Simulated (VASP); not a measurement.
Here is a VASP 6.6.1 calculation.

INCAR

```
  PREC = Accurate
  ENCUT = 520
  EDIFF = 1E-7
  ISMEAR = -1
  SIGMA = 0.1
  LREAL = F
  LASPH = T
  NELM = 60
  ALGO = Normal
  ISIF = 2
  LWAVE = F
  LCHARG = F
  GGA = PE
  NBANDS = 39
```

Contents of KPOINTS:

```
regular mesh
0
Gamma
  4 4 4
```

Contents of POSCAR:

```
Cd4Sn
1.0
    5.3157440379      0.0000000000      0.0000000000
    0.0000000000      5.3157440379      0.0000000000
    0.0000000000      0.0000000000      5.3157440379
Sn Cd
1 4
Direct
    0.0000000000      0.0000000000      0.0000000000
    0.3015232785      0.3015232785      0.3015232785
    0.6984767215      0.6984767215      0.3015232785
    0.3015232785      0.6984767215      0.6984767215
    0.6984767215      0.3015232785      0.6984767215
```

Potentials or basis: VASP PAW PBE potentials, release 64 (Sn_d, Cd).

Run with:

```bash
$ cat potpaw_PBE.64/Sn_d/POTCAR potpaw_PBE.64/Cd/POTCAR > POTCAR
$ mpirun -np 1 vasp_std > vasp.out
```

**Question.** Estimate the pressure.

**Answer.** 0.1 GPa.

**Question.** What does it give for the band gap on the k mesh?

**Answer.** Zero (band 31 reaches 3.29 eV, above the bottom of band 32 at 0.21 eV).

**Question.** Predict the largest force.

**Answer.** 0.014 eV/Å.

Forces on the atoms (eV/Å):
```
Sn   0.000  0.000  0.000
Cd  -0.008 -0.008 -0.008
Cd   0.008  0.008 -0.008
Cd  -0.008  0.008  0.008
Cd   0.008 -0.008  0.008
```

Caveat: spin-orbit coupling is left out, which moves the levels of the heavy elements.
